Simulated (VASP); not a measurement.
Here is a VASP 6.6.1 calculation.

File POSCAR:

```
NbP
1.0
   -1.6749232544      1.6749232544      5.7401081759
    1.6749232544     -1.6749232544      5.7401081759
    1.6749232544      1.6749232544     -5.7401081759
Nb P
2 2
Direct
    0.7498808000      0.7498808000      0.0000000000
    0.4998808000      0.9998808000      0.5000000000
    0.3327477700      0.3327477700      0.0000000000
    0.0827477800      0.5827477800      0.5000000000
```

File INCAR.step1:

```
SYSTEM = NbP
ALGO = Normal
EDIFF = 1E-4
ENCUT = 520
GGA = PE
ISMEAR = 0
LASPH = .TRUE.
LCHARG = .FALSE.
LREAL = .FALSE.
LWAVE = .TRUE.
NBANDS = 26
NELM = 60
PREC = Accurate
SIGMA = 0.1
```

INCAR.step2

```
SYSTEM = NbP
ALGO = Normal
EDIFF = 1E-7
ENCUT = 520
ISIF = 2
ISMEAR = 0
ISTART = 1
LASPH = .TRUE.
LCHARG = .FALSE.
LMIXTAU = .TRUE.
LREAL = .FALSE.
LWAVE = .FALSE.
METAGGA = R2SCAN
NBANDS = 26
NELM = 60
PREC = Accurate
SIGMA = 0.1
```

The input KPOINTS:

```
k-points
0
G
  8 8 8
  0 0 0
```

Potentials or basis: VASP PAW PBE potentials, release 64 (Nb_sv, P).

Launch:

```bash
$ cat potpaw_PBE.64/Nb_sv/POTCAR potpaw_PBE.64/P/POTCAR > POTCAR
$ cp INCAR.step1 INCAR
$ mpirun -np 1 vasp_std > vasp.out
$ cp INCAR.step2 INCAR
$ mpirun -np 1 vasp_std > vasp.out
```

Question: What does it give for the band gap on the k mesh?

Answer: Zero (band 18 reaches 10.60 eV, above the bottom of band 19 at 10.56 eV).

Question: Predict the pressure.

Answer: -2.0 GPa.

Stress tensor (GPa, compression positive):
```
-2.25  0.00  0.00
 0.00 -2.25  0.00
 0.00  0.00 -1.46
```

Caveat: the PAW data sets were made with another functional, which shifts forces and pressure a little.
